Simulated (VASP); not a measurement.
Runs of VASP 6.6.1 on ZrO2. The structure is that of space group Fm-3m (No. 225), or close to it. The cells are those of the table. 

```tsv
task	cell	gap on the mesh (eV)	pressure (GPa)
relaxation of cell and atoms	relaxed to -2 GPa from a = 3.641 Å, angles 60.0°, 3 atoms	3.29	-2.0
relaxation of cell and atoms	relaxed to 5 GPa from a = 3.593 Å, angles 60.0°, 3 atoms	(b)	5.0
relaxation of cell and atoms	relaxed to 10 GPa from a = 3.570 Å, angles 60.0°, 3 atoms	3.42	10.0
relaxation of cell and atoms	relaxed to 20 GPa from a = 3.530 Å, angles 60.0°, 3 atoms	3.51	20.0
single point	a = 3.617 Å, angles 60.0°, 3 atoms	3.31	(a)
```

Alike in all rows: level PBE; potentials or basis VASP PAW PBE potentials, release 64 (Zr_sv, O); no spin polarisation; k mesh 8 × 8 × 8; cutoff (eV) 600; smearing gaussian 0.02 eV.

Question: Estimate the missing entries.

Answer: (a) 0.1; (b) 3.37.

Caveats: the cell is relaxed towards a set pressure, so the enthalpy falls and the energy may rise (some runs).

A k mesh can miss the band edges, and the runs leave out spin-orbit coupling on Zr.
